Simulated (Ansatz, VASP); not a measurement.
Ti in VASP and in Ansatz

```
Ti
1.0
     2.90162    0.00000    0.00000
    -1.45081    2.51287    0.00000
     0.00000    0.00000   25.18160
Ti
5
Cartesian
  0.0000 0.0000 8.1109
  0.0000 1.6752 10.2494
  0.0000 0.0000 12.5908
  0.0000 1.6752 14.9322
  0.0000 0.0000 17.0707
```

Alike in both runs: task single point; functional PBEsol; k mesh 13 × 13 × 1; occupations fermi-dirac, width 0.08 eV; no spin polarisation.

|  | VASP | Ansatz |
| --- | --- | --- |
| version | VASP 6.6.1 | Ansatz 0.2.0 |
| potentials or method | VASP PAW PBE potentials, release 64 (Ti_sv), cutoff 520 eV | all-electron LAPW, scalar-relativistic |

|  | VASP | Ansatz | Ansatz less VASP |
| --- | --- | --- | --- |
| rms of the force components (eV/Å) | 0.007 | 0.003 | -0.0039 |

VASP's potentials were made for PBE, not for PBEsol. Atom by atom the forces differ by 0.005 eV/Å (rms over components). Ansatz ran all-electron here, and VASP with PAW potentials. Ansatz's warnings: slab cell height set, structure snapped to symmetry.
